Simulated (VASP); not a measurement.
# HfN (Fm-3m) in VASP: single point with PBE

Aim: the single point of HfN with PBE.

Program: VASP 6.6.1. These are calculated values, not measurements. Logs are shortened: lines on timing, memory, paths and dates and some standing lists are left out, and cuts for length are marked.

**1. The cell of the first run**

The structure is cubic, space group Fm-3m (No. 225). The conventional cell has a = 4.512 Å, b = 4.512 Å, c = 4.512 Å, α = 90.00°, β = 90.00°, γ = 90.00°. Hf (site symmetry m-3m) has 6 N at 2.26 Å within 3.0 Å. Within 3.0 Å of N (site symmetry m-3m) lie 6 Hf at 2.26 Å.

**2. Single point, PBE**

INCAR reads:

```
SYSTEM = HfN
PREC = Accurate ; ENCUT = 520
EDIFF = 1E-7 ; ISMEAR = -1
SIGMA = 0.05 ; LREAL = .FALSE.
LASPH = .TRUE. ; NELM = 60
ALGO = Normal ; ISIF = 2
LWAVE = .FALSE. ; LCHARG = .FALSE.
GGA = PE ; NBANDS = 14
```

KPOINTS reads:

```
regular mesh
0
G
  11 11 11
  0 0 0
```

POSCAR reads:

```
HfN
1.0
    3.1904660000      0.0000000000      0.0000000000
    1.5952330000      2.7630246059      0.0000000000
    1.5952330000      0.9210082020      2.6050045806
Hf N
1 1
Direct
    0.0000000000      0.0000000000      0.0000000000
    0.5000000000      0.5000000000      0.5000000000
```

Potentials or basis: VASP PAW PBE potentials, release 64 (Hf_pv, N).

Run with:

```
cat potpaw_PBE.64/Hf_pv/POTCAR potpaw_PBE.64/N/POTCAR > POTCAR
mpirun -np 1 vasp_std > vasp.out
```

OUTCAR:

```text
SYSTEM = HfN
   PREC = Accurate
   ENCUT = 520
   EDIFF = 1E-7
   ISMEAR = -1
   LREAL = .FALSE.
   LASPH = .TRUE.
   NELM = 60
   ISIF = 2
   GGA = PE

 ion  position               nearest neighbor table
   1  0.000  0.000  0.000-   2 2.26   2 2.26   2 2.26   2 2.26   2 2.26   2 2.26
   2  0.500  0.500  0.500-   1 2.26   1 2.26   1 2.26   1 2.26   1 2.26   1 2.26

  LATTYP: Found a face centered cubic cell.
 ALAT       =     4.5120002875

  Lattice vectors:

 A1 = (   3.1904660000,   0.0000000000,   0.0000000000)
 A2 = (   1.5952330000,   2.7630246059,   0.0000000000)
 A3 = (   1.5952330000,   0.9210082020,   2.6050045806)

Analysis of symmetry for initial positions (statically):
=====================================================================
 Subroutine PRICEL returns:
 Original cell was already a primitive cell.

 Routine SETGRP: Setting up the symmetry group for a
 face centered cubic supercell.

 Subroutine GETGRP returns: Found 48 space group operations
 (whereof 48 operations were pure point group operations)
 out of a pool of 48 trial point group operations.

The static configuration has the point symmetry O_h .

Analysis of symmetry for dynamics (positions and initial velocities):
=====================================================================
 Subroutine PRICEL returns:
 Original cell was already a primitive cell.

 Routine SETGRP: Setting up the symmetry group for a
 face centered cubic supercell.

 Subroutine GETGRP returns: Found 48 space group operations
 (whereof 48 operations were pure point group operations)
 out of a pool of 48 trial point group operations.

The dynamic configuration has the point symmetry O_h .

 Subroutine INISYM returns: Found 48 space group operations
 (whereof 48 operations are pure point group operations),
 and found     1 'primitive' translations

----------------------------------------------------------------------------------------

                                     Primitive cell

  volume of cell :      22.9640

  direct lattice vectors                    reciprocal lattice vectors
     3.190466000  0.000000000  0.000000000     0.313433837 -0.180961110 -0.127958828
     1.595233000  2.763024606  0.000000000     0.000000000  0.361922220 -0.127958828
     1.595233000  0.921008202  2.605004581     0.000000000  0.000000000  0.383876484

  length of vectors
     3.190466000  3.190466000  3.190466000     0.383876484  0.383876484  0.383876484

  position of ions in fractional coordinates (direct lattice)
[... 83 lines left out ...]
   IBRION =     -1    ionic relax: 0-MD 1-quasi-New 2-CG
   NFREE  =      0    steps in history (QN), initial steepest desc. (CG)
   ISIF   =      2    stress and relaxation
   ISYM   =      2    0-nonsym 1-usesym 2-fastsym
   POTIM  = 0.5000    time-step for ionic-motion
   TEBEG  =    0.0;   TEEND  =   0.0 temperature during run
   PSTRESS=    0.0 pullay stress
   NELECT =      15.0000    total number of electrons
   NUPDOWN=      -1.0000    fix difference up-down
   EMIN   =  10.00;   EMAX   =-10.00  energy-range for DOS
   EFERMI =   0.00;   METHOD = LEGACY
   ISMEAR =    -1;   SIGMA  =   0.05  broadening in eV -4-tet -1-fermi 0-gaus
   EFERMI_NEDOS =   21; number of points for ismear=-14 and -15
   IALGO  =     38    algorithm
   IMIX   =      4    mixing-type and parameters
     AMIX     =   0.40;   BMIX     =  1.00
     AMIX_MAG =   1.60;   BMIX_MAG =  1.00
  volume/ion in A,a.u.               =      11.48        77.48
  Fermi-wavevector in a.u.,A,eV,Ry     =   1.420440  2.684242 27.451780  2.017649
  Thomas-Fermi vector in A             =   2.541355
   LORBIT       =      0    0 simple, 1 ext, 2 COOP (PROOUT), +10 PAW based schemes
   GGA     = PE    functional components
   LHFCALC =     F    Hartree Fock is set to
   AEXX    =    0.0000 exact exchange contribution
   IVDW    =     0    specifies the selected vdW correction
   LEPSILON=     F    determine dielectric tensor
   LRPA    =     F    only Hartree local field effects (RPA)
 non-spin polarized calculation
  energy-cutoff  :      520.00
  volume of cell :       22.96
 maximum number of plane-waves:       628
   NGX = 11   NGY = 11   NGZ = 11

 number of electron      15.0000001 magnetization

 Free energy of the ion-electron system (eV)
  ---------------------------------------------------
  ext. energy  EPLUGINS =         0.00000000
  ---------------------------------------------------
  free energy    TOTEN  =       -21.74988166 eV

  energy without entropy =      -21.74349959  energy(sigma->0) =      -21.74669063

 E-fermi :   8.3698     XC(G=0): -12.7534

 val. band max:        8.3602594973   @ k =   0.4545   0.1818   0.0000
 cond. band min:       8.4054282897   @ k =  -0.0909   0.0909   0.0000
 fundamental gap:      0.0451687924
 Fermi energy:         8.3697703633

 k-point     1 :       0.0000    0.0000    0.0000
  band No.  band energies     occupation
      1     -22.7179      2.00000
      2     -22.7179      2.00000
      3     -22.7179      2.00000
      4      -9.1118      2.00000
      5       5.3897      2.00000
      6       5.3897      2.00000
      7       5.3897      2.00000
      8       8.0717      1.99486
      9       8.0717      1.99486
     10       8.0717      1.99486
     11      10.2561      0.00000
     12      10.3989      0.00000
     13      10.3989      0.00000
     14      17.9942      0.00000
[... 377 lines left out ...]
      1     -23.2652      2.00000
      2     -22.9189      2.00000
      3     -22.7531      2.00000
      4      -7.5848      2.00000
      5       1.4262      2.00000
      6       2.8733      2.00000
      7       3.6231      2.00000
      8       9.2717      0.00000
      9       9.4941      0.00000
     10      11.5135      0.00000
     11      11.6958      0.00000
     12      14.6463      0.00000
     13      15.6337      0.00000
     14      20.6439      0.00000

 [... further k-points ...]
[... 5 lines left out ...]
  --------------------------------------------------------------------------------------
  -------------------------------------------------------------------------------------
  Total        0.6075297      0.6075297      0.6075297     -0.0000000      0.0000000      0.0000000
  in kB       42.3868090     42.3868090     42.3868090     -0.0000000      0.0000000      0.0000000
  external PRESSURE =      42.3868090 kB  Pullay stress =       0.0000000 kB

 VOLUME and BASIS-vectors are now :
 -----------------------------------------------------------------------------
  energy-cutoff  :      520.00
  volume of cell :       22.96
      direct lattice vectors                 reciprocal lattice vectors
     3.190466000  0.000000000  0.000000000     0.313433837 -0.180961110 -0.127958828
     1.595233000  2.763024606  0.000000000     0.000000000  0.361922220 -0.127958828
     1.595233000  0.921008202  2.605004581     0.000000000  0.000000000  0.383876484

 POSITION                                       TOTAL-FORCE (eV/Angst)
 -----------------------------------------------------------------------------------
      0.00000      0.00000      0.00000         0.000000      0.000000      0.000000
      3.19047      1.84202      1.30250        -0.000000     -0.000000      0.000000
 -----------------------------------------------------------------------------------
    total drift:                               -0.000000      0.000000     -0.000000

  FREE ENERGIE OF THE ION-ELECTRON SYSTEM (eV)
  ---------------------------------------------------
  free  energy   TOTEN  =       -21.7498816633 eV

  energy  without entropy=      -21.7434995905  energy(sigma->0) =      -21.74669063
```

OSZICAR:

```text
N       E                     dE             d eps       ncg     rms          rms(c)
DAV:   1     0.368336617237E+02    0.36834E+02   -0.78853E+03  1568   0.101E+03
DAV:   2    -0.228208898032E+02   -0.59655E+02   -0.55821E+02  2114   0.233E+02
DAV:   3    -0.247515269368E+02   -0.19306E+01   -0.19237E+01  1754   0.345E+01
DAV:   4    -0.247590691610E+02   -0.75422E-02   -0.75413E-02  1910   0.249E+00
DAV:   5    -0.247591179339E+02   -0.48773E-04   -0.48773E-04  1756   0.170E-01    0.494E+01
DAV:   6    -0.218507780466E+02    0.29083E+01   -0.82299E+00  1718   0.222E+01    0.420E+01
DAV:   7    -0.217770505558E+02    0.73727E-01   -0.46444E-01  1982   0.602E+00    0.267E+01
DAV:   8    -0.217553545509E+02    0.21696E-01   -0.10386E-01  1808   0.280E+00    0.596E+00
DAV:   9    -0.217499891237E+02    0.53654E-02   -0.14491E-02  1772   0.978E-01    0.197E+00
DAV:  10    -0.217499171246E+02    0.71999E-04   -0.10181E-03  2078   0.309E-01    0.451E-01
DAV:  11    -0.217498837220E+02    0.33403E-04   -0.72166E-05  1898   0.846E-02    0.109E-01
DAV:  12    -0.217498819670E+02    0.17550E-05   -0.76821E-06  2038   0.236E-02    0.198E-02
DAV:  13    -0.217498817260E+02    0.24099E-06   -0.19908E-07  1606   0.443E-03    0.522E-03
DAV:  14    -0.217498816633E+02    0.62704E-07   -0.13494E-08  1138   0.106E-03
   1 F= -.21749882E+02 E0= -.21746691E+02  d E =-.638207E-02
```

stdout:

```text
POSCAR found type information on POSCAR HfN
 POSCAR found :  2 types and       2 ions
 scaLAPACK will be used
 LDA part: xc-table for (Slater+PW92), standard interpolation
 POSCAR, INCAR and KPOINTS ok, starting setup
 FFT: planning ... GRIDC
 FFT: planning ... GRID_SOFT
 FFT: planning ... GRID
 WAVECAR not read
 entering main loop
```

Wall time 8.1 s (1 thread of Intel Xeon 6975P-C, shared host); peak memory 0.15 GiB.

Results:

- Free energy: -21.7499 eV
- Pressure: 4.2 GPa

Caveat: spin-orbit coupling is left out, which moves the levels of the heavy elements.
